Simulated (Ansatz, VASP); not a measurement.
## SrB in VASP and in Ansatz

```
Sr B
1.0
     0.00000    3.01192    3.01192
     3.01192    0.00000    3.01192
     3.01192    3.01192    0.00000
Sr B
1 1
Direct
  0.50000 0.50000 0.50000
  0.00000 0.00000 0.00000
```

Alike in both runs: task single point; functional r2SCAN; k mesh 10 × 10 × 10; occupations gaussian, width 0.05 eV; no spin polarisation.

|  | VASP | Ansatz |
| --- | --- | --- |
| version | VASP 6.6.1 | Ansatz 0.2.0 |
| potentials or method | VASP PAW PBE potentials, release 64 (Sr_sv, B), cutoff 520 eV | scalar-relativistic, plane waves, PAW |
| valence electrons in the cell | 13 | 13 |

```tsv
	VASP	Ansatz	Ansatz less VASP
gap on the k mesh at the Fermi level (eV)	none	none	-
pressure (GPa)	-0.7	-0.7	-0.05
```

VASP's potentials were made for PBE, not for r2SCAN. A gap of «none» marks a metal or a gap that the smearing closes.
